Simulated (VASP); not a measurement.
A run of VASP 6.6.1 is set up as follows.

Contents of INCAR:

```
  PREC = Accurate
  ENCUT = 520
  EDIFF = 1E-6
  ISMEAR = -1
  SIGMA = 0.05
  LREAL = F
  LASPH = T
  NELM = 100
  ALGO = Normal
  ISIF = 2
  LWAVE = F
  LCHARG = T
  GGA = PE
  LELF = T
  LVHAR = T
  NBANDS = 11
```

The input KPOINTS:

```
Automatic mesh
0
Gamma
  16 16 16
```

File POSCAR:

```
Si
1.0
   -2.1834700000      2.2974450000      1.2750000000
    2.1834700000     -2.2974450000      1.2750000000
    2.1834700000      2.2974450000     -1.2750000000
Si
2
Direct
    0.8070000000      0.5570000000      0.2500000000
    0.1930000000      0.4430000000      0.7500000000
```

Potentials or basis: VASP PAW PBE potentials, release 64 (Si).

Run with:

```bash
$ cat potpaw_PBE.64/Si/POTCAR > POTCAR
$ mpirun -np 1 vasp_std > vasp.out
```

Task: Estimate the largest force.

Result: 0.055 eV/Å.

Task: Predict the band gap on the k mesh.

Result: Zero (bands 4 and 5 overlap by 8.31 eV).

Forces on the atoms (eV/Å):
```
Si   0.000  0.000 -0.055
Si   0.000  0.000  0.055
```

Caveat: the cell differs from its parent crystal (equal xx and yy strain of -3 %).
